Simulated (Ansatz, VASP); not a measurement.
C: VASP beside Ansatz

```
CELL_PARAMETERS angstrom
2.49828 0.00000 0.00000
-1.24914 2.16358 0.00000
0.00000 0.00000 4.22300
ATOMIC_POSITIONS crystal
C 0.33333 0.66667 0.99974
C 0.66667 0.33333 0.49974
C 0.33333 0.66667 0.37426
C 0.66667 0.33333 0.87426
```

Alike in both runs: task single point; functional PBEsol; k mesh 9 × 9 × 6; no spin polarisation.

|  | VASP | Ansatz |
| --- | --- | --- |
| version | VASP 6.6.1 | Ansatz 0.2.0 |
| potentials or method | VASP PAW PBE potentials, release 64 (C), cutoff 520 eV | scalar-relativistic, plane waves, PAW |
| occupations | gaussian, width 0.01 eV | fixed |
| valence electrons in the cell | 16 | 16 |

VASP gave:

```
gap on the k mesh at the Fermi level (eV)                     : 3.09
least direct gap on the mesh (eV)                             : 4.85
pressure (GPa)                                                : -5.2
traceless stress, the component that is largest in VASP (GPa) : -12.75
rms of the force components (eV/Å)                            : 0.008
```

Problem. Estimate Ansatz's values.

Solution. gap on the k mesh at the Fermi level (eV): 3.11; least direct gap on the mesh (eV): 4.85; pressure (GPa): -6.3; traceless stress, the component that is largest in VASP (GPa): -12.61; rms of the force components (eV/Å): 0.001.

VASP's potentials were made for PBE, not for PBEsol, and Ansatz warns of the same on its side. Atom by atom the forces differ by 0.007 eV/Å (rms over components).
